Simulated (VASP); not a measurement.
# Al16P15 (a cell with a defect) in VASP: a series of runs

Runs on Al16P15 (a cell with a defect). Level: PBE. Tasks: relaxation of the atoms, single point.

Everything below comes from runs of VASP 6.6.1. Logs are shortened: lines on timing, memory, paths and dates and some standing lists are left out, and cuts for length are marked.

### 1 The cell of the first run

The cell holds a defect, 31 atoms: a = 9.539 Å, b = 9.539 Å, c = 9.539 Å, α = 109.47°, β = 109.47°, γ = 109.47°.

### 2 Relaxation of the atoms, PBE (atoms taken out)

INCAR reads:

```
SYSTEM = Al16P15
ALGO = Normal
EDIFF = 1E-7
EDIFFG = -0.025
ENCUT = 450
GGA = PE
GGA_COMPAT = .FALSE.
IBRION = 2
ISIF = 2
ISMEAR = 0
LASPH = .TRUE.
LCHARG = .FALSE.
LREAL = Auto
LWAVE = .FALSE.
NELECT = 122.0
NELM = 120
NELMIN = 4
NSW = 65
PREC = Accurate
SIGMA = 0.01
```

KPOINTS reads:

```
Automatic mesh
0
Gamma
  2 2 2
  0.5 0.5 0.5
```

POSCAR reads:

```
Al16P15
1.0
   -5.5073398843      5.5073398843     -5.5073398843
    5.5073398843     -5.5073398843     -5.5073398843
   -5.5073398843     -5.5073398843      5.5073398843
Al P
16 15
Direct
    0.5000000000      0.2327801729      0.2500000000
    0.2477873802      0.2486109794      0.4986109794
    0.0008235992      0.2522126198      0.7508235992
    0.7327801729      0.0000000000      0.2500000000
    0.7486109794      0.2486109794     -0.0022126198
    0.5000000000      0.0000000000      0.4827801729
    0.2513890206      0.0000000000      0.7491764008
   -0.0008235992      0.7513890206      0.2500000000
    0.9991764008      1.0000000000      1.0013890206
    0.7486109794      0.7477873802      0.4986109794
    0.5000000000      0.7513890206      0.7491764008
    0.2513890206      0.4991764008      0.2500000000
    0.2672198271      0.7672198271      0.0172198271
    0.0008235992      0.5008235992      0.5022126198
    0.7522126198      0.5008235992      0.7508235992
    0.5000000000      0.4991764008      0.0013890206
    0.2527746180      0.0000000000      0.4972268817
    0.0000000000      0.0000000000      0.7500000000
    0.7472268817      0.7527746180      0.2500000000
    0.7472268817      0.0000000000      0.0027746180
    0.5000000000      0.7527746180      0.4972268817
    0.2527731183      0.7527731183      0.7555477363
    0.0000000000      0.5000000000      0.2500000000
    0.0055477363      0.7527731183      0.0027731183
    0.7472253820      0.4944522637      0.4972253820
    0.5000000000      0.5000000000      0.7500000000
    0.2527746180      0.2472268817      0.2500000000
    0.2527731183      0.5055477363      0.0027731183
   -0.0055477363      0.2472253820      0.4972253820
    0.7472253820      0.2472253820      0.7444522637
    0.5000000000      0.2472268817      0.0027746180
```

Potentials or basis: VASP PAW PBE potentials, release 64 (Al, P).

Started as:

```
$ cat potpaw_PBE.64/Al/POTCAR potpaw_PBE.64/P/POTCAR > POTCAR
$ mpirun -np 1 vasp_std > vasp.out
```

OUTCAR:

```text
SYSTEM = Al16P15
   EDIFF = 1E-7
   EDIFFG = -0.025
   ENCUT = 450
   GGA = PE
   IBRION = 2
   ISIF = 2
   ISMEAR = 0
   LASPH = .TRUE.
   LREAL = Auto
   NELECT = 122.0
   NELM = 120
   NELMIN = 4
   NSW = 65
   PREC = Accurate

 ion  position               nearest neighbor table
   1  0.500  0.233  0.250-  25 2.41  27 2.41  31 2.41
   2  0.248  0.249  0.499-  17 2.38  27 2.38  26 2.40  29 2.41
   3  0.001  0.252  0.751-  29 2.38  30 2.38  18 2.40  28 2.41
   4  0.733  0.000  0.250-  29 2.41  20 2.41  19 2.41
   5  0.749  0.249  0.998-  20 2.38  31 2.38  23 2.40  30 2.41
   6  0.500  0.000  0.483-  30 2.41  21 2.41  17 2.41
   7  0.251  0.000  0.749-  31 2.38  22 2.38  18 2.40  17 2.41
   8  0.999  0.751  0.250-  17 2.38  24 2.38  23 2.40  19 2.41
   9  0.999  0.000  0.001-  27 2.38  24 2.38  18 2.40  20 2.41
  10  0.749  0.748  0.499-  19 2.38  21 2.38  18 2.40  25 2.41
  11  0.500  0.751  0.749-  20 2.38  22 2.38  26 2.40  21 2.41
  12  0.251  0.499  0.250-  21 2.38  28 2.38  23 2.40  27 2.41
  13  0.267  0.767  0.017-  22 2.41  24 2.41  28 2.41
  14  0.001  0.501  0.502-  25 2.38  29 2.38  23 2.40  22 2.41
  15  0.752  0.501  0.751-  25 2.38  30 2.38  26 2.40  24 2.41
  16  0.500  0.499  0.001-  19 2.38  28 2.38  26 2.40  31 2.41
  17  0.253  0.000  0.497-   2 2.38   8 2.38   6 2.41   7 2.41
  18  0.000  0.000  0.750-   3 2.40   7 2.40   9 2.40  10 2.40
  19  0.747  0.753  0.250-  10 2.38  16 2.38   4 2.41   8 2.41
[... 10 lines left out ...]
  30  0.747  0.247  0.744-   3 2.38  15 2.38   6 2.41   5 2.41
  31  0.500  0.247  0.003-   5 2.38   7 2.38   1 2.41  16 2.41

  LATTYP: Found a body centered cubic cell.
 ALAT       =    11.0146797686

  Lattice vectors:

 A1 = (  -5.5073398843,   5.5073398843,  -5.5073398843)
 A2 = (   5.5073398843,  -5.5073398843,  -5.5073398843)
 A3 = (  -5.5073398843,  -5.5073398843,   5.5073398843)

Analysis of symmetry for initial positions (statically):
=====================================================================
 Subroutine PRICEL returns:
 Original cell was already a primitive cell.

 Routine SETGRP: Setting up the symmetry group for a
 body centered cubic supercell.

 Subroutine GETGRP returns: Found 24 space group operations
 (whereof  2 operations were pure point group operations)
 out of a pool of 48 trial point group operations.

The static configuration has the point symmetry C_1h.
 The point group associated with its full space group is T_d .

Analysis of symmetry for dynamics (positions and initial velocities):
=====================================================================
 Subroutine PRICEL returns:
 Original cell was already a primitive cell.

 Routine SETGRP: Setting up the symmetry group for a
[... 160 lines left out ...]
   IMIX   =      4    mixing-type and parameters
     AMIX     =   0.40;   BMIX     =  1.00
     AMIX_MAG =   1.60;   BMIX_MAG =  1.00
  volume/ion in A,a.u.               =      21.55       145.45
  Fermi-wavevector in a.u.,A,eV,Ry     =   0.928752  1.755086 11.736106  0.862579
  Thomas-Fermi vector in A             =   2.054961
   LORBIT       =      0    0 simple, 1 ext, 2 COOP (PROOUT), +10 PAW based schemes
   GGA     = PE    functional components
   LHFCALC =     F    Hartree Fock is set to
   AEXX    =    0.0000 exact exchange contribution
   IVDW    =     0    specifies the selected vdW correction
   LEPSILON=     F    determine dielectric tensor
   LRPA    =     F    only Hartree local field effects (RPA)
 conjugate gradient relaxation of ions
 non-spin polarized calculation
 Gauss-broadening in eV      SIGMA  =   0.01
  energy-cutoff  :      450.00
  volume of cell :      668.17
 maximum number of plane-waves:     14540
 NGX is ok and might be reduce to    70
   NGX = 33   NGY = 33   NGZ = 33

--------------------------------------- Ionic step        1  -------------------------------------------

 number of electron     122.0000001 magnetization

 Free energy of the ion-electron system (eV)
  ---------------------------------------------------
  ext. energy  EPLUGINS =         0.00000000
  ---------------------------------------------------
  free energy    TOTEN  =      -161.80484096 eV

  energy without entropy =     -161.80484096  energy(sigma->0) =     -161.80484096

------------------------ aborting loop because EDIFF is reached ----------------------------------------

  FORCE on cell =-STRESS in cart. coord.  units (eV):
  Direction    XX          YY          ZZ          XY          YZ          ZX
  --------------------------------------------------------------------------------------
  -------------------------------------------------------------------------------------
  Total      -16.5212507    -16.5212507    -16.5212507      0.0000000      0.0000000      0.0000000
  in kB      -39.6157491    -39.6157491    -39.6157491      0.0000000      0.0000000      0.0000000
  external PRESSURE =     -39.6157491 kB  Pullay stress =       0.0000000 kB
[... 377 lines left out ...]
--------------------------------------- Ionic step        7  -------------------------------------------

 number of electron     121.9999997 magnetization

 Free energy of the ion-electron system (eV)
  ---------------------------------------------------
  ext. energy  EPLUGINS =         0.00000000
  ---------------------------------------------------
  free energy    TOTEN  =      -161.92562218 eV

  energy without entropy =     -161.92562218  energy(sigma->0) =     -161.92562218

 E-fermi :   4.1591     XC(G=0):  -8.9626

 val. band max:        4.0953192387   @ k =  -0.2500   0.2500   0.2500
 cond. band min:       5.7225723093   @ k =  -0.2500   0.2500   0.2500
 fundamental gap:      1.6272530706
 Fermi energy:         4.1591156658

 k-point     1 :       0.2500    0.2500    0.2500
  band No.  band energies     occupation
      1      -6.5882      2.00000
      2      -6.5882      2.00000
      3      -6.5882      2.00000
      4      -6.4112      2.00000
      5      -5.4186      2.00000
      6      -5.4186      2.00000
[... 65 lines left out ...]
     72       7.0847      0.00000
     73       7.0847      0.00000

 k-point     2 :      -0.2500    0.2500    0.2500
  band No.  band energies     occupation
      1      -6.9498      2.00000
      2      -6.2215      2.00000
      3      -6.2215      2.00000
      4      -6.1658      2.00000
      5      -6.0451      2.00000
      6      -5.7084      2.00000
[... 65 lines left out ...]
     72       7.7946      0.00000
     73       7.7946      0.00000
 [bands above 73 left out]

------------------------ aborting loop because EDIFF is reached ----------------------------------------

  FORCE on cell =-STRESS in cart. coord.  units (eV):
  Direction    XX          YY          ZZ          XY          YZ          ZX
  --------------------------------------------------------------------------------------
  -------------------------------------------------------------------------------------
  Total      -13.6371747    -13.6371747    -13.6371747     -0.0000000      0.0000000      0.0000000
  in kB      -32.7001207    -32.7001207    -32.7001207     -0.0000000      0.0000000      0.0000000
  external PRESSURE =     -32.7001207 kB  Pullay stress =       0.0000000 kB
[... 46 lines left out ...]
  FREE ENERGIE OF THE ION-ELECTRON SYSTEM (eV)
  ---------------------------------------------------
  free  energy   TOTEN  =      -161.9256221816 eV

  energy  without entropy=     -161.9256221816  energy(sigma->0) =     -161.92562218

 reached required accuracy - stopping structural energy minimisation
```

OSZICAR:

```text
N       E                     dE             d eps       ncg     rms          rms(c)
DAV:   1     0.377850036116E+03    0.37785E+03   -0.42383E+04   308   0.115E+03
DAV:   2    -0.121002243332E+03   -0.49885E+03   -0.47891E+03   374   0.182E+02
DAV:   3    -0.166218959763E+03   -0.45217E+02   -0.44812E+02   376   0.531E+01
[... 75 lines left out ...]
DAV:   4    -0.161925620270E+03    0.59972E-05   -0.60724E-05   360   0.210E-02    0.171E-02
DAV:   5    -0.161925621708E+03   -0.14374E-05   -0.14660E-05   360   0.105E-02    0.826E-03
DAV:   6    -0.161925622462E+03   -0.75437E-06   -0.14035E-06   360   0.326E-03    0.414E-03
DAV:   7    -0.161925622170E+03    0.29223E-06   -0.14564E-06   368   0.352E-03    0.133E-03
DAV:   8    -0.161925622182E+03   -0.11771E-07   -0.45883E-07   352   0.177E-03
   7 F= -.16192562E+03 E0= -.16192562E+03  d E =-.135291E-01
```

Run time: 7.7 min. Hardware: 1 thread of Intel Xeon 6975P-C (Granite Rapids), shared host; peak memory 0.75 GiB.

What came out:

* Free energy: -161.9256 eV
* Energy gained by relaxing: 3.9 meV/atom
* Ionic steps: 7
* Largest force after relaxing: 0.018 eV/Å

Forces on the atoms (eV/Å):
```
Al   0.000  0.000  0.000
Al  -0.012  0.006 -0.012
Al   0.006  0.012  0.012
Al   0.000  0.000  0.000
Al  -0.012 -0.012  0.006
Al   0.000  0.000  0.000
Al  -0.006 -0.012  0.012
Al  -0.012  0.012 -0.006
Al  -0.006  0.012 -0.012
Al   0.006 -0.012 -0.012
Al  -0.012 -0.006  0.012
Al   0.012 -0.012 -0.006
Al   0.000  0.000  0.000
Al   0.012  0.012  0.006
Al   0.012  0.006  0.012
Al   0.012 -0.006 -0.012
P   -0.008  0.001 -0.001
P    0.000  0.000  0.000
P    0.001 -0.001 -0.008
P   -0.008 -0.001  0.001
P    0.001 -0.008 -0.001
P   -0.001 -0.001  0.008
P    0.000  0.000  0.000
P   -0.001  0.008 -0.001
P    0.008  0.001  0.001
P    0.000  0.000  0.000
P   -0.001  0.001 -0.008
P    0.008 -0.001 -0.001
P    0.001  0.008  0.001
P    0.001  0.001  0.008
P   -0.001 -0.008  0.001
```

Step by step:
```
step  energy change (eV)  largest force (eV/Å)  pressure (GPa)
   1              0.0000                0.5119           -3.96
   2             -0.0523                0.3344           -3.82
   3             -0.0670                0.1804           -3.69
   4             -0.0891                0.1225           -3.60
   5             -0.1073                0.1202           -3.40
   6             -0.1202                0.0321           -3.30
   7             -0.1208                0.0180           -3.27
```

Final structure:
```yaml
crystal:
  lattice:
    - [-5.50734, 5.50734, -5.50734]
    - [5.50734, -5.50734, -5.50734]
    - [-5.50734, -5.50734, 5.50734]
  atoms:
    - { symbol: Al, position: [0.50000, 0.24612, 0.25000] }
    - { symbol: Al, position: [0.24827, 0.24955, 0.49955] }
    - { symbol: Al, position: [0.00128, 0.25173, 0.75128] }
    - { symbol: Al, position: [0.74612, 0.00000, 0.25000] }
    - { symbol: Al, position: [0.74955, 0.24955, 0.99827] }
    - { symbol: Al, position: [0.50000, 0.00000, 0.49612] }
    - { symbol: Al, position: [0.25045, 0.00000, 0.74872] }
    - { symbol: Al, position: [0.99872, 0.75045, 0.25000] }
    - { symbol: Al, position: [0.99872, 0.00000, 0.00045] }
    - { symbol: Al, position: [0.74955, 0.74827, 0.49955] }
    - { symbol: Al, position: [0.50000, 0.75045, 0.74872] }
    - { symbol: Al, position: [0.25045, 0.49872, 0.25000] }
    - { symbol: Al, position: [0.25388, 0.75388, 0.00388] }
    - { symbol: Al, position: [0.00128, 0.50128, 0.50173] }
    - { symbol: Al, position: [0.75173, 0.50128, 0.75128] }
    - { symbol: Al, position: [0.50000, 0.49872, 0.00045] }
    - { symbol: P, position: [0.25074, 0.00000, 0.49670] }
    - { symbol: P, position: [0.00000, 0.00000, 0.75000] }
    - { symbol: P, position: [0.74670, 0.75074, 0.25000] }
    - { symbol: P, position: [0.74670, 0.00000, 0.00074] }
    - { symbol: P, position: [0.50000, 0.75074, 0.49670] }
    - { symbol: P, position: [0.25330, 0.75330, 0.75404] }
    - { symbol: P, position: [0.00000, 0.50000, 0.25000] }
    - { symbol: P, position: [0.00404, 0.75330, 0.00330] }
    - { symbol: P, position: [0.74926, 0.49596, 0.49926] }
    - { symbol: P, position: [0.50000, 0.50000, 0.75000] }
    - { symbol: P, position: [0.25074, 0.24670, 0.25000] }
    - { symbol: P, position: [0.25330, 0.50404, 0.00330] }
    - { symbol: P, position: [0.99596, 0.24926, 0.49926] }
    - { symbol: P, position: [0.74926, 0.24926, 0.74596] }
    - { symbol: P, position: [0.50000, 0.24670, 0.00074] }
```

Caveat: the cell carries a net charge on a neutralising background, which shifts energy and pressure; the cell differs from its parent crystal (atoms taken out); the cell is charged against a uniform background, so pressure and absolute levels hang on convention.

### 3 Single point, PBE, collinear spin (atoms taken out, then relaxed in part)

INCAR reads:

```
  PREC = Accurate
  ENCUT = 400
  EDIFF = 1E-6
  ISMEAR = 0
  SIGMA = 0.01
  LREAL = Auto
  LASPH = True
  NELM = 200
  ALGO = Normal
  ISIF = 2
  LWAVE = False
  LCHARG = False
  ISPIN = 2
  MAGMOM = 0.75 0 0 0.75 0 0.75 0 0 0 0 0 0 0.75 0 0 0 0 0 0 0 0 0 0 0 0 0 0 0 0 0 0
  LORBIT = 11
  GGA = PE
  NELECT = 121.0
  NBANDS = 86
  GGA_COMPAT = False
```

KPOINTS is that of step 2.

POSCAR reads:

```
Al16P15
1.0
   -5.5073398843      5.5073398843     -5.5073398843
    5.5073398843     -5.5073398843     -5.5073398843
   -5.5073398843     -5.5073398843      5.5073398843
Al P
16 15
Direct
    0.5000000000      0.2784614501      0.2500000000
    0.2514662518      0.2523242749      0.5023242749
    0.0008580231      0.2485337482      0.7508580231
    0.7784614501      0.0000000000      0.2500000000
    0.7523242749      0.2523242749      0.0014662518
    0.5000000000      0.0000000000      0.5284614501
    0.2476757251      0.0000000000      0.7491419769
   -0.0008580231      0.7476757251      0.2500000000
    0.9991419769      1.0000000000      0.9976757251
    0.7523242749      0.7514662518      0.5023242749
    0.5000000000      0.7476757251      0.7491419769
    0.2476757251      0.4991419769      0.2500000000
    0.2215385499      0.7215385499     -0.0284614501
    0.0008580231      0.5008580231      0.4985337482
    0.7485337482      0.5008580231      0.7508580231
    0.5000000000      0.4991419769     -0.0023242749
    0.2466605777      0.0000000000      0.4974425580
    0.0000000000      0.0000000000      0.7500000000
    0.7474425580      0.7466605777      0.2500000000
    0.7474425580      0.0000000000     -0.0033394223
    0.5000000000      0.7466605777      0.4974425580
    0.2525574420      0.7525574420      0.7492180197
    0.0000000000      0.5000000000      0.2500000000
   -0.0007819803      0.7525574420      0.0025574420
    0.7533394223      0.5007819803      0.5033394223
    0.5000000000      0.5000000000      0.7500000000
    0.2466605777      0.2474425580      0.2500000000
    0.2525574420      0.4992180197      0.0025574420
    0.0007819803      0.2533394223      0.5033394223
    0.7533394223      0.2533394223      0.7507819803
    0.5000000000      0.2474425580     -0.0033394223
```

Potentials or basis: VASP PAW PBE potentials, release 64 (Al, P).

Started as:

```
$ cat potpaw_PBE.64/Al/POTCAR potpaw_PBE.64/P/POTCAR > POTCAR
$ mpirun -np 1 vasp_std > vasp.out
```

Run time: 3.1 min. Hardware: 1 thread of Intel Xeon 6975P-C (Granite Rapids), shared host; peak memory 0.76 GiB.

The run converged. Its results:

```yaml
Free_energy: -166.5010 eV
Largest_force: 0.023 eV/Å
Net_moment: 1.00 μB per cell
Site_moments: Al +0.03, +0.00 (each value once); P +0.00, +0.01 (each value once) μB
Valence_electrons_inside_the_program's_atomic_spheres: Al 0.76; P 2.58
```

Forces on the atoms (eV/Å):
```
Al   0.007 -0.007 -0.007
Al   0.006  0.007  0.006
Al   0.007 -0.006 -0.006
Al  -0.007  0.007 -0.007
Al   0.006  0.006  0.007
Al  -0.007 -0.007  0.007
Al  -0.007  0.006 -0.006
Al   0.006 -0.006 -0.007
Al  -0.007 -0.006  0.006
Al   0.007  0.006  0.006
Al   0.006 -0.007 -0.006
Al  -0.006  0.006 -0.007
Al   0.007  0.007  0.007
Al  -0.006 -0.006  0.007
Al  -0.006  0.007 -0.006
Al  -0.006 -0.007  0.006
P   -0.011 -0.014  0.014
P    0.000  0.000  0.000
P   -0.014  0.014 -0.011
P   -0.011  0.014 -0.014
P   -0.014 -0.011  0.014
P    0.014  0.014  0.011
P    0.000  0.000  0.000
P    0.014  0.011  0.014
P    0.011 -0.014 -0.014
P    0.000  0.000  0.000
P    0.014 -0.014 -0.011
P    0.011  0.014  0.014
P   -0.014  0.011 -0.014
P   -0.014 -0.014  0.011
P    0.014 -0.011 -0.014
```

Levels at points of the mesh, in eV from the Fermi level:
Spin up:
| k point | band 59 | band 60 | band 61 | band 62 | band 63 | band 64 |
| --- | --- | --- | --- | --- | --- | --- |
| (0.25, 0.25, 0.25) | -1.10 | -1.10 | -0.35 | 1.57 | 1.57 | 1.57 |
Spin down:
| k point | band 58 | band 59 | band 60 | band 61 | band 62 | band 63 |
| --- | --- | --- | --- | --- | --- | --- |
| (0.25, 0.25, 0.25) | -1.09 | -1.09 | -1.09 | 0.28 | 1.80 | 1.80 |

Caveat: the cell carries a net charge on a neutralising background, which shifts energy and pressure; the cell differs from its parent crystal (atoms taken out, then relaxed in part); the cell is charged against a uniform background, so pressure and absolute levels hang on convention.
